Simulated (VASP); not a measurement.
# Be24Cl in VASP: further runs, part 2 of 2

VASP 6.6.1. Earlier steps stand in the parts before.

**4. Single point, PBE**

INCAR reads:

```
  PREC = Accurate
  ENCUT = 520
  EDIFF = 1E-6
  ISMEAR = 0
  SIGMA = 0.1
  LREAL = Auto
  LASPH = T
  NELM = 60
  ALGO = Normal
  ISIF = 2
  LWAVE = F
  LCHARG = F
  LDIPOL = T
  IDIPOL = 3
  DIPOL = 0.5 0.5 0.322
  GGA = PE
  NBANDS = 46
```

KPOINTS reads:

```
Automatic mesh
0
Gamma
  6 4 1
```

POSCAR reads:

```
Be24Cl
1.0
    4.5254381414      0.0000000000      0.0000000000
    0.0000000000      7.1336190818      0.0000000000
    0.0000000000      0.0000000000     19.8685529777
Be Cl
24 1
Direct
    0.0000000000      0.3750000000      0.2013231665
    0.0000000000      0.8750000000      0.2013231665
    0.5000000000      0.3750000000      0.2013231665
    0.5000000000      0.8750000000      0.2013231665
    0.2500000000      0.1250000000      0.2341987732
    0.2500000000      0.6250000000      0.2341987732
    0.7500000000      0.1250000000      0.2341987732
    0.7500000000      0.6250000000      0.2341987732
    0.2500000000      0.3750000000      0.2999499865
    0.2500000000      0.8750000000      0.2999499865
    0.7500000000      0.3750000000      0.2999499865
    0.7500000000      0.8750000000      0.2999499865
    0.0000000000      0.1250000000      0.3268353583
    0.0000000000      0.6250000000      0.3268353583
    0.5000000000      0.1250000000      0.3268353583
    0.5000000000      0.6250000000      0.3268353583
    0.0000000000      0.3750000000      0.3993099146
    0.0000000000      0.8750000000      0.3993099146
    0.5000000000      0.3750000000      0.3993099146
    0.5000000000      0.8750000000      0.3993099146
    0.2500000000      0.1250000000      0.4211958962
    0.2500000000      0.6250000000      0.4211958962
    0.7500000000      0.1250000000      0.4211958962
    0.7500000000      0.6250000000      0.4211958962
    0.5000000000      0.1875000000      0.5093196025
```

Command:

```
> cat potpaw_PBE.64/Be/POTCAR potpaw_PBE.64/Cl/POTCAR > POTCAR
> mpirun -np 1 vasp_std > vasp.out
```

Run time: 20 min. Hardware: 1 thread of Oxide Virtual Turin-like, shared host; peak memory 0.67 GiB.

Results (log left out):

```yaml
Free_energy: -86.5993 eV
Largest_force: 0.799 eV/Å
Band_gap_on_the_k_mesh: zero (an odd number of electrons rules out a gap without spin polarisation)
```

Forces on the atoms (eV/Å):
```
Be   0.000 -0.056  0.544
Be   0.000  0.041  0.526
Be   0.000  0.092  0.595
Be   0.000 -0.190  0.569
Be  -0.038  0.038 -0.609
Be   0.020  0.032 -0.798
Be   0.038  0.038 -0.609
Be  -0.020  0.032 -0.798
Be  -0.094  0.078  0.115
Be  -0.041 -0.088  0.046
Be   0.094  0.078  0.115
Be   0.041 -0.088  0.046
Be   0.000  0.025  0.155
Be   0.000  0.030  0.034
Be   0.000 -0.013  0.384
Be   0.000  0.133 -0.140
Be   0.000  0.473 -0.541
Be   0.000 -0.231 -0.192
Be   0.000  0.508 -0.179
Be   0.000 -0.478 -0.464
Be   0.168 -0.046  0.618
Be  -0.055  0.025 -0.013
Be  -0.168 -0.046  0.618
Be   0.055  0.025 -0.013
Cl   0.000 -0.408 -0.010
```

Levels at points of the mesh, in eV from the Fermi level:
| k point | band 25 | band 26 | band 27 | band 28 | band 29 | band 30 |
| --- | --- | --- | --- | --- | --- | --- |
| (0.00, 0.00, 0.00) | -1.56 | -0.88 | -0.05 | 0.02 | 0.24 | 0.84 |
| (0.50, 0.00, 0.00) | -0.71 | -0.24 | 0.79 | 0.80 | 1.36 | 1.46 |
| (0.00, 0.50, 0.00) | -1.11 | -0.99 | -0.87 | -0.71 | 0.15 | 0.46 |
| (0.50, 0.50, 0.00) | -0.48 | -0.21 | -0.04 | 0.15 | 0.47 | 0.57 |

**5. Single point, PBE**

INCAR reads:

```
  ALGO = Normal
  DIPOL = 0.5 0.5 0.322
  EDIFF = 1E-6
  ENCUT = 520
  GGA = PE
  IDIPOL = 3
  ISIF = 2
  ISMEAR = 0
  LASPH = T
  LCHARG = F
  LDIPOL = T
  LREAL = Auto
  LWAVE = F
  NBANDS = 46
  NELM = 60
  PREC = Accurate
  SIGMA = 0.1
```

KPOINTS reads:

```
k-points
0
Gamma
  6 4 1
```

Changes to POSCAR since step 4:

```diff
@@ -32,2 +32,2 @@
     0.7500000000      0.6250000000      0.4211958962
-    0.5000000000      0.1875000000      0.5093196025
+    0.5000000000      0.3125000000      0.5091623613
```

Potentials or basis: VASP PAW PBE potentials, release 64 (Be, Cl).

Command:

```
> cat potpaw_PBE.64/Be/POTCAR potpaw_PBE.64/Cl/POTCAR > POTCAR
> mpirun -np 1 vasp_std > vasp.out
```

OUTCAR:

```text
EDIFF = 1E-6
   ENCUT = 520
   GGA = PE
   ISIF = 2
   ISMEAR = 0
   LASPH = T
   LREAL = Auto
   NELM = 60
   PREC = Accurate

 ion  position               nearest neighbor table
   1  0.000  0.375  0.201-   5 2.21   6 2.21   7 2.21   8 2.21   3 2.26   3 2.26  11 2.26   9 2.26

   2  0.000  0.875  0.201-   5 2.21   6 2.21   7 2.21   8 2.21   4 2.26   4 2.26  12 2.26  10 2.26

   3  0.500  0.375  0.201-   5 2.21   6 2.21   7 2.21   8 2.21   1 2.26   1 2.26  11 2.26   9 2.26
[... 39 lines left out ...]
  23  0.750  0.125  0.421-  17 2.16  18 2.16  19 2.16  20 2.16  13 2.19  15 2.19  21 2.26  21 2.26
                            25 2.47
  24  0.750  0.625  0.421-  17 2.16  18 2.16  19 2.16  20 2.16  14 2.19  16 2.19  22 2.26  22 2.26

  25  0.500  0.312  0.509-  19 2.23  21 2.47  23 2.47

  LATTYP: Found a simple orthorhombic cell.
 ALAT       =     4.5254381414
 B/A-ratio  =     1.5763377730
 C/A-ratio  =     4.3904153271

  Lattice vectors:

 A1 = (   4.5254381414,   0.0000000000,   0.0000000000)
 A2 = (   0.0000000000,   7.1336190818,   0.0000000000)
 A3 = (   0.0000000000,   0.0000000000,  19.8685529777)

Analysis of symmetry for initial positions (statically):
[... 223 lines left out ...]
      4      -9.2479      2.00000
      5      -9.1813      2.00000
      6      -7.3599      2.00000
[... 493 lines left out ...]
     38       3.3588      0.00000
     39       3.4009      0.00000
 [bands above 39 left out]

------------------------ aborting loop because EDIFF is reached ----------------------------------------

 vacuum level on the upper side and lower side of the slab       (xc-potential included)         0.306        -0.319

  FORCE on cell =-STRESS in cart. coord.  units (eV):
  Direction    XX          YY          ZZ          XY          YZ          ZX
  --------------------------------------------------------------------------------------
  -------------------------------------------------------------------------------------
  Total        1.8758569     -4.1109712     -0.9304418      0.0000000     -2.3781035      0.0000000
  in kB        4.6856894    -10.2687653     -2.3241438      0.0000000     -5.9402476      0.0000000
  external PRESSURE =      -2.6357399 kB  Pullay stress =       0.0000000 kB

 VOLUME and BASIS-vectors are now :
 -----------------------------------------------------------------------------
  energy-cutoff  :      520.00
  volume of cell :      641.41
      direct lattice vectors                 reciprocal lattice vectors
     4.525438141  0.000000000  0.000000000     0.220973079  0.000000000  0.000000000
     0.000000000  7.133619082  0.000000000     0.000000000  0.140181300  0.000000000
     0.000000000  0.000000000 19.868552978     0.000000000  0.000000000  0.050330792

 POSITION                                       TOTAL-FORCE (eV/Angst)
 -----------------------------------------------------------------------------------
      0.00000      2.67511      4.00000         0.000000     -0.026679      0.505726
      0.00000      6.24192      4.00000         0.000000     -0.001576      0.569576
      2.26272      2.67511      4.00000         0.000000      0.016546      0.547161
      2.26272      6.24192      4.00000         0.000000     -0.122723      0.470147
      1.13136      0.89170      4.65319        -0.013931      0.045555     -0.670027
      1.13136      4.45851      4.65319        -0.006907      0.037831     -0.695547
[... 17 lines left out ...]
      3.39408      4.45851      8.36855         0.292013      0.180491     -0.162808
      2.26272      2.22926     10.11632         0.000000     -1.000711     -0.003730
 -----------------------------------------------------------------------------------
    total drift:                                0.000000     -0.000761      0.000237

  FREE ENERGIE OF THE ION-ELECTRON SYSTEM (eV)
  ---------------------------------------------------
  free  energy   TOTEN  =       -85.8286292725 eV

  energy  without entropy=      -85.8054877182  energy(sigma->0) =      -85.81705850

 vacuum level on the upper side and lower side of the slab         3.993         3.366
```

OSZICAR:

```text
N       E                     dE             d eps       ncg     rms          rms(c)
DAV:   1     0.240680341477E+03    0.24068E+03   -0.18319E+04  1104   0.882E+02
DAV:   2    -0.672957635823E+02   -0.30798E+03   -0.29598E+03  1550   0.182E+02
DAV:   3    -0.926013946997E+02   -0.25306E+02   -0.24199E+02  1332   0.481E+01
[... 20 lines left out ...]
DAV:  24    -0.858286001801E+02   -0.39521E-04   -0.26520E-06  1252   0.359E-03    0.435E-03
DAV:  25    -0.858286206817E+02   -0.20502E-04   -0.23915E-06  1160   0.389E-03    0.200E-03
DAV:  26    -0.858286240604E+02   -0.33787E-05   -0.35567E-07  1108   0.182E-03    0.103E-03
DAV:  27    -0.858286271447E+02   -0.30843E-05   -0.18471E-07  1012   0.118E-03    0.826E-04
DAV:  28    -0.858286289479E+02   -0.18032E-05   -0.17154E-07   970   0.916E-04    0.443E-04
DAV:  29    -0.858286292725E+02   -0.32463E-06   -0.43486E-08  1004   0.590E-04
   1 F= -.85828629E+02 E0= -.85817058E+02  d E =-.231416E-01
```

stdout:

```text
POSCAR found type information on POSCAR BeCl
 POSCAR found :  2 types and      25 ions
 scaLAPACK will be used
 LDA part: xc-table for (Slater+PW92), standard interpolation
 POSCAR, INCAR and KPOINTS ok, starting setup
 FFT: planning ... GRIDC
 FFT: planning ... GRID_SOFT
 FFT: planning ... GRID
 WAVECAR not read
 entering main loop
```

Run time: 21 min. Hardware: 1 thread of Oxide Virtual Turin-like, shared host; peak memory 0.66 GiB.

Results:

- Free energy: -85.8286 eV
- Largest force: 1.001 eV/Å
- Band gap on the k mesh: zero (an odd number of electrons rules out a gap without spin polarisation)

Forces in eV/Å, atoms in the order of the input:
```
Be   0.000 -0.027  0.506
Be   0.000 -0.002  0.570
Be   0.000  0.017  0.547
Be   0.000 -0.123  0.470
Be  -0.014  0.046 -0.670
Be  -0.007  0.038 -0.696
Be   0.014  0.046 -0.670
Be   0.007  0.038 -0.696
Be  -0.173  0.053  0.136
Be  -0.061 -0.035  0.146
Be   0.173  0.053  0.136
Be   0.061 -0.035  0.146
Be   0.000  0.045  0.009
Be   0.000  0.027 -0.111
Be   0.000  0.025  0.409
Be   0.000  0.063  0.171
Be   0.000  0.395 -0.883
Be   0.000 -0.070 -0.006
Be   0.000  0.228  0.272
Be   0.000 -0.069 -0.163
Be   0.040 -0.037  0.353
Be  -0.292  0.180 -0.163
Be  -0.040 -0.037  0.353
Be   0.292  0.180 -0.163
Cl   0.000 -1.001 -0.004
```

**6. Overview**

| cell | gap on the mesh (eV) | largest force (eV/Å) |
| --- | --- | --- |
| as given, atomic positions A | none | 0.88 |
| as given, atomic positions B | none | 0.97 |
| as given, atomic positions C | none | 0.80 |
| as given, atomic positions D | none | 1.00 |

Alike in all rows: task single point; level PBE; potentials or basis VASP PAW PBE potentials, release 64 (Be, Cl); no spin polarisation; k mesh 6 × 4 × 1; cutoff (eV) 520; smearing gaussian 0.1 eV.

Total energies depend on the potentials used, so only differences within one code and one set of settings carry meaning.
